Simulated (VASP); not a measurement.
# Cs2TaF6 (Fm-3m) in VASP: single point with PBE

Aim: the single point of Cs2TaF6 with PBE.

Program: VASP 6.6.1. These are calculated values, not measurements. Logs are shortened: lines on timing, memory, paths and dates and some standing lists are left out, and cuts for length are marked.

### Step 1. The cell of the first run

The structure is cubic, space group Fm-3m (No. 225). Conventional cell: a = 9.194 Å, b = 9.194 Å, c = 9.194 Å, α = 90.00°, β = 90.00°, γ = 90.00°. F (site symmetry 4mm) has 1 Ta at 1.77 Å within 2.3 Å. Ta (site symmetry m-3m) has 6 F at 1.77 Å within 2.3 Å. Cs (site symmetry -43m) has 12 F at 3.29 Å and 4 Ta at 3.98 Å within 4.3 Å.

### Step 2. Single point, PBE

File POSCAR:

```
Cs2TaF6
1.0
    0.0000000000      4.5968730000      4.5968730000
    4.5968730000      0.0000000000      4.5968730000
    4.5968730000      4.5968730000      0.0000000000
F Ta Cs
6 1 2
Direct
    0.8080000000      0.1920000000      0.1920000000
    0.1920000000      0.8080000000      0.1920000000
    0.1920000000      0.8080000000      0.8080000000
    0.8080000000      0.1920000000      0.8080000000
    0.1920000000      0.1920000000      0.8080000000
    0.8080000000      0.8080000000      0.1920000000
    0.0000000000      0.0000000000      0.0000000000
    0.2500000000      0.2500000000      0.2500000000
    0.7500000000      0.7500000000      0.7500000000
```

File INCAR.step1:

```
SYSTEM = Cs2TaF6
PREC = Accurate ; ENCUT = 520
EDIFF = 1E-6 ; ISMEAR = -1
SIGMA = 0.1 ; LREAL = .False.
LASPH = .True. ; NELM = 60
ALGO = Normal ; ISIF = 2
LWAVE = .False. ; LCHARG = .True.
LMAXMIX = 4 ; GGA = PE
NBANDS = 46
```

File KPOINTS.step1:

```
regular mesh
0
Gamma
  7 7 7
  0 0 0
```

File INCAR.step2:

```
SYSTEM = Cs2TaF6
PREC = Accurate ; ENCUT = 520
EDIFF = 1E-6 ; ISMEAR = -5
SIGMA = 0.1 ; LREAL = .False.
LASPH = .True. ; NELM = 60
ALGO = Normal ; ISIF = 2
LWAVE = .False. ; LCHARG = .False.
LMAXMIX = 4 ; GGA = PE
LORBIT = 10 ; NBANDS = 46
NEDOS = 1001 ; ICHARG = 11
```

File KPOINTS.step2:

```
regular mesh
0
Gamma
  11 11 11
  0 0 0
```

Potentials or basis: VASP PAW PBE potentials, release 64 (F, Ta_pv, Cs_sv).

Started as:

```bash
cat potpaw_PBE.64/F/POTCAR potpaw_PBE.64/Ta_pv/POTCAR potpaw_PBE.64/Cs_sv/POTCAR > POTCAR
cp INCAR.step1 INCAR
cp KPOINTS.step1 KPOINTS
mpirun -np 1 vasp_std > vasp.out
cp INCAR.step2 INCAR
cp KPOINTS.step2 KPOINTS
mpirun -np 1 vasp_std > vasp.out
```

OUTCAR:

```text
SYSTEM = Cs2TaF6
   PREC = Accurate
   ENCUT = 520
   EDIFF = 1E-6
   ISMEAR = -5
   LREAL = .False.
   LASPH = .True.
   NELM = 60
   ISIF = 2
   GGA = PE
   LORBIT = 10
   ICHARG = 11

 ion  position               nearest neighbor table
   1  0.808  0.192  0.192-   7 1.77
   2  0.192  0.808  0.192-   7 1.77
   3  0.192  0.808  0.808-   7 1.77
   4  0.808  0.192  0.808-   7 1.77
   5  0.192  0.192  0.808-   7 1.77
   6  0.808  0.808  0.192-   7 1.77
   7  0.000  0.000  0.000-   1 1.77   2 1.77   3 1.77   4 1.77   5 1.77   6 1.77
   8  0.250  0.250  0.250-
   9  0.750  0.750  0.750-

  LATTYP: Found a face centered cubic cell.
 ALAT       =     9.1937460000

  Lattice vectors:

 A1 = (   0.0000000000,   4.5968730000,   4.5968730000)
 A2 = (   4.5968730000,   0.0000000000,   4.5968730000)
 A3 = (   4.5968730000,   4.5968730000,   0.0000000000)

Analysis of symmetry for initial positions (statically):
=====================================================================
 Subroutine PRICEL returns:
 Original cell was already a primitive cell.

 Routine SETGRP: Setting up the symmetry group for a
 face centered cubic supercell.

 Subroutine GETGRP returns: Found 48 space group operations
 (whereof 48 operations were pure point group operations)
 out of a pool of 48 trial point group operations.

The static configuration has the point symmetry O_h .

Analysis of symmetry for dynamics (positions and initial velocities):
=====================================================================
 Subroutine PRICEL returns:
 Original cell was already a primitive cell.

 Routine SETGRP: Setting up the symmetry group for a
 face centered cubic supercell.

 Subroutine GETGRP returns: Found 48 space group operations
 (whereof 48 operations were pure point group operations)
 out of a pool of 48 trial point group operations.

The dynamic configuration has the point symmetry O_h .

 Subroutine INISYM returns: Found 48 space group operations
 (whereof 48 operations are pure point group operations),
 and found     1 'primitive' translations

----------------------------------------------------------------------------------------

                                     Primitive cell

  volume of cell :     194.2753

  direct lattice vectors                    reciprocal lattice vectors
     0.000000000  4.596873000  4.596873000    -0.108769592  0.108769592  0.108769592
     4.596873000  0.000000000  4.596873000     0.108769592 -0.108769592  0.108769592
     4.596873000  4.596873000  0.000000000     0.108769592  0.108769592 -0.108769592

  length of vectors
     6.500960141  6.500960141  6.500960141     0.188394459  0.188394459  0.188394459

  position of ions in fractional coordinates (direct lattice)
     0.808000000  0.192000000  0.192000000
     0.192000000  0.808000000  0.192000000
     0.192000000  0.808000000  0.808000000
     0.808000000  0.192000000  0.808000000
     0.192000000  0.192000000  0.808000000
     0.808000000  0.808000000  0.192000000
     0.000000000  0.000000000  0.000000000
     0.250000000  0.250000000  0.250000000
     0.750000000  0.750000000  0.750000000

  ion indices of the primitive-cell ions
   primitive index   ion index
                 1           1
                 2           2
                 3           3
                 4           4
                 5           5
                 6           6
                 7           7
                 8           8
                 9           9

----------------------------------------------------------------------------------------

 KPOINTS: regular mesh

Automatic generation of k-mesh.
 Grid dimensions read from file:
 generate k-points for:   11   11   11

 Generating k-lattice:

  Cartesian coordinates                     Fractional coordinates (reciprocal lattice)
    -0.009888145  0.009888145  0.009888145     0.090909091  0.000000000  0.000000000
     0.009888145 -0.009888145  0.009888145     0.000000000  0.090909091  0.000000000
     0.009888145  0.009888145 -0.009888145     0.000000000  0.000000000  0.090909091

  Length of vectors
     0.017126769  0.017126769  0.017126769

  Shift w.r.t. Gamma in fractional coordinates (k-lattice)
     0.000000000  0.000000000  0.000000000

 TETIRR: Found    201 inequivalent tetrahedra from     7986

 Subroutine IBZKPT returns following result:
 ===========================================

 Found     56 irreducible k-points:

 Following reciprocal coordinates:
            Coordinates               Weight
  0.000000  0.000000  0.000000      1.000000
  0.090909  0.000000  0.000000      8.000000
  0.181818  0.000000  0.000000      8.000000
  0.272727  0.000000  0.000000      8.000000
  0.363636  0.000000  0.000000      8.000000
  0.454545  0.000000  0.000000      8.000000
[... 16 lines left out ...]
 -0.272727  0.181818  0.000000     24.000000
 -0.181818  0.181818  0.000000     12.000000
 [... further k-points ...]
   k-points           NKPTS =     56   k-points in BZ     NKDIM =     56   number of bands    NBANDS=     46
   number of dos      NEDOS =   1001   number of ions     NIONS =      9
   total plane-waves  NPLWV = 110592
   dimension x,y,z NGX =    48 NGY =   48 NGZ =   48
   dimension x,y,z NGXF=    96 NGYF=   96 NGZF=   96
   ions per type =               6   1   2
   NGX,Y,Z   is equivalent  to a cutoff of  12.27, 12.27, 12.27 a.u.
   NGXF,Y,Z  is equivalent  to a cutoff of  24.55, 24.55, 24.55 a.u.
 SYSTEM =  Cs2TaF6
   PREC   = accura    normal or accurate (medium, high low for compatibility)
   ISTART =      0    job   : 0-new  1-cont  2-samecut
   ICHARG =     11    charge: 1-file 2-atom 10-const
   ISPIN  =      1    spin polarized calculation?
   LNONCOLLINEAR =      F non collinear calculations
   LSORBIT =      F    spin-orbit coupling
   LASPH  =      T    aspherical Exc in radial PAW
   ENCUT  =  520.0 eV  38.22 Ry    6.18 a.u.  12.09 12.09 12.09*2*pi/ulx,y,z
   NELM   =     60;   NELMIN=  2; NELMDL=  0     # of ELM steps
   EDIFF  = 0.1E-05   stopping-criterion for ELM
   LREAL  =      F    real-space projection
   EDIFFG = 0.1E-04   stopping-criterion for IOM
   NSW    =      0    number of steps for IOM
   IBRION =     -1    ionic relax: 0-MD 1-quasi-New 2-CG
   NFREE  =      0    steps in history (QN), initial steepest desc. (CG)
   ISIF   =      2    stress and relaxation
   ISYM   =      2    0-nonsym 1-usesym 2-fastsym
   POTIM  = 0.5000    time-step for ionic-motion
   TEBEG  =    0.0;   TEEND  =   0.0 temperature during run
   PSTRESS=    0.0 pullay stress
   NELECT =      71.0000    total number of electrons
   NUPDOWN=      -1.0000    fix difference up-down
   EMIN   =  10.00;   EMAX   =-10.00  energy-range for DOS
   EFERMI =   0.00;   METHOD = LEGACY
   ISMEAR =    -5;   SIGMA  =   0.10  broadening in eV -4-tet -1-fermi 0-gaus
   EFERMI_NEDOS =   21; number of points for ismear=-14 and -15
   IALGO  =     38    algorithm
   IMIX   =      4    mixing-type and parameters
     AMIX     =   0.40;   BMIX     =  1.00
     AMIX_MAG =   1.60;   BMIX_MAG =  1.00
  volume/ion in A,a.u.               =      21.59       145.67
  Fermi-wavevector in a.u.,A,eV,Ry     =   1.170456  2.211841 18.639538  1.369967
  Thomas-Fermi vector in A             =   2.306914
   LORBIT       =     10    0 simple, 1 ext, 2 COOP (PROOUT), +10 PAW based schemes
   GGA     = PE    functional components
   LHFCALC =     F    Hartree Fock is set to
   AEXX    =    0.0000 exact exchange contribution
   IVDW    =     0    specifies the selected vdW correction
   LEPSILON=     F    determine dielectric tensor
   LRPA    =     F    only Hartree local field effects (RPA)
 non-spin polarized calculation
 Fermi weights with tetrahedron method with Bloechl corrections
  energy-cutoff  :      520.00
  volume of cell :      194.28
 maximum number of plane-waves:      5255

 number of electron      71.0000022 magnetization

 Free energy of the ion-electron system (eV)
  ---------------------------------------------------
  ext. energy  EPLUGINS =         0.00000000
  ---------------------------------------------------
  free energy    TOTEN  =       -45.83761929 eV

  energy without entropy =      -45.83761929  energy(sigma->0) =      -45.83761929

 E-fermi :   5.0578     XC(G=0):  -8.2198

 val. band max:        5.0576295712   @ k =   0.4545   0.3636   0.0909
 cond. band min:       5.0539759821   @ k =  -0.3636   0.3636   0.0909
 fundamental gap:     -0.0036535891
 Fermi energy:         5.0577518529

 k-point     1 :       0.0000    0.0000    0.0000
  band No.  band energies     occupation
      1     -34.8132      2.00000
      2     -34.8132      2.00000
      3     -34.8132      2.00000
      4     -24.1905      2.00000
      5     -24.0537      2.00000
      6     -24.0537      2.00000
[... 38 lines left out ...]
     45       8.5896      0.00000
     46       8.5912      0.00000

 k-point     2 :       0.0909    0.0000    0.0000
  band No.  band energies     occupation
      1     -34.8132      2.00000
      2     -34.8131      2.00000
      3     -34.8131      2.00000
      4     -24.1891      2.00000
      5     -24.0538      2.00000
      6     -24.0538      2.00000
[... 38 lines left out ...]
     45       8.5196      0.00000
     46       8.5467      0.00000

 k-point     3 :       0.1818    0.0000    0.0000
  band No.  band energies     occupation
      1     -34.8132      2.00000
      2     -34.8132      2.00000
      3     -34.8132      2.00000
      4     -24.1860      2.00000
      5     -24.0544      2.00000
      6     -24.0544      2.00000
[... 1018 lines left out ...]
     45       7.3998      0.00000
     46       7.5932      0.00000

 k-point    24 :      -0.1818    0.1818    0.0000
  band No.  band energies     occupation
      1     -34.8133      2.00000
      2     -34.8132      2.00000
      3     -34.8132      2.00000
      4     -24.1804      2.00000
      5     -24.0553      2.00000
      6     -24.0548      2.00000
[... 38 lines left out ...]
     45       7.8408      0.00000
     46       7.8829      0.00000

 [... further k-points ...]
[... 5 lines left out ...]
  --------------------------------------------------------------------------------------
  -------------------------------------------------------------------------------------
  Total       30.7849782     30.7849782     30.7849782     -0.0000000      0.0000000      0.0000000
  in kB      253.8820058    253.8820058    253.8820058     -0.0000000      0.0000000      0.0000000
  external PRESSURE =     253.8820058 kB  Pullay stress =       0.0000000 kB

 VOLUME and BASIS-vectors are now :
 -----------------------------------------------------------------------------
  energy-cutoff  :      520.00
  volume of cell :      194.28
      direct lattice vectors                 reciprocal lattice vectors
     0.000000000  4.596873000  4.596873000    -0.108769592  0.108769592  0.108769592
     4.596873000  0.000000000  4.596873000     0.108769592 -0.108769592  0.108769592
     4.596873000  4.596873000  0.000000000     0.108769592  0.108769592 -0.108769592

 POSITION                                       TOTAL-FORCE (eV/Angst)
 -----------------------------------------------------------------------------------
      1.76520      4.59687      4.59687         8.408030      0.000000      0.000000
      4.59687      1.76520      4.59687         0.000000      8.408030      0.000000
      7.42855      4.59687      4.59687        -8.408030      0.000000      0.000000
      4.59687      7.42855      4.59687         0.000000     -8.408030      0.000000
      4.59687      4.59687      1.76520         0.000000      0.000000      8.408030
      4.59687      4.59687      7.42855         0.000000      0.000000     -8.408030
      0.00000      0.00000      0.00000         0.000000      0.000000     -0.000000
      2.29844      2.29844      2.29844         0.000000     -0.000000     -0.000000
      6.89531      6.89531      6.89531         0.000000     -0.000000      0.000000
 -----------------------------------------------------------------------------------
    total drift:                               -0.000000     -0.000000      0.000000

  FREE ENERGIE OF THE ION-ELECTRON SYSTEM (eV)
  ---------------------------------------------------
  free  energy   TOTEN  =       -45.8376192908 eV

  energy  without entropy=      -45.8376192908  energy(sigma->0) =      -45.83761929

 total charge

# of ion       s       p       d       tot
------------------------------------------
    1        1.754   4.428   0.000   6.182
    2        1.754   4.428   0.000   6.182
    3        1.754   4.428   0.000   6.182
    4        1.754   4.428   0.000   6.182
    5        1.754   4.428   0.000   6.182
    6        1.754   4.428   0.000   6.182
    7        0.463   6.643   2.650   9.756
    8        1.849   4.706   0.023   6.579
    9        1.849   4.706   0.023   6.579
--------------------------------------------------
tot         14.685  42.625   2.696  60.006
```

It took 6.4 min on 1 thread of Intel Xeon Platinum 8175M at 2.50GHz (Skylake/Cascade Lake), shared host; peak memory 0.57 GiB.

Results:

* Valence electrons inside the program's atomic spheres: F 6.18; Ta 9.76; Cs 6.58

Caveat: spin-orbit coupling is left out, which moves the levels of the heavy elements; an odd number of electrons without spin polarisation forces a metal; a magnetic or distorted state may lie lower.
